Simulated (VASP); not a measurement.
# Zn: single point with PBEsol

Crystal: Zn.

```xyz
2
Lattice="0.0000 2.9354 2.9354 2.9354 0.0000 2.9354 2.9354 2.9354 0.0000" Properties=species:S:1:pos:R:3 pbc="T T T"
Zn    0.7338    0.7338    0.7338
Zn    5.1369    5.1369    5.1369
```

This cell differs from its parent crystal: volume scaled by 1.12.

| Quantity | Value |
| --- | --- |
| Program | VASP 6.6.1 |
| Task | single point |
| Functional | PBEsol |
| Potentials or basis | VASP PAW PBE potentials, release 64 (Zn) |
| Cutoff | 520 eV |
| k mesh | 11 × 11 × 11 |
| Occupations | fermi-dirac, width 0.1 eV |
| Spin | no spin polarisation |
| Dipole correction | no |
| Further INCAR settings | ALGO = Normal; EDIFF = 1e-07; NBANDS = 19 |

```
Pressure               : -2.8 GPa
Band gap on the k mesh : zero (band 12 reaches 5.10 eV, above the bottom of band 13 at -0.60 eV)
```

Levels at points of the mesh, in eV from the Fermi level:
| k point | band 10 | band 11 | band 12 | band 13 | band 14 | band 15 |
| --- | --- | --- | --- | --- | --- | --- |
| (0.00, 0.00, 0.00) | -6.70 | -6.70 | 5.08 | 5.08 | 5.08 | 6.56 |

Wall time 43 s on 1 thread of AMD EPYC 7R43 64-Core Processor (Zen 3), on a shared host, peak memory 0.16 GiB.

Caveat: the PAW data sets were made with another functional, which shifts forces and pressure a little.
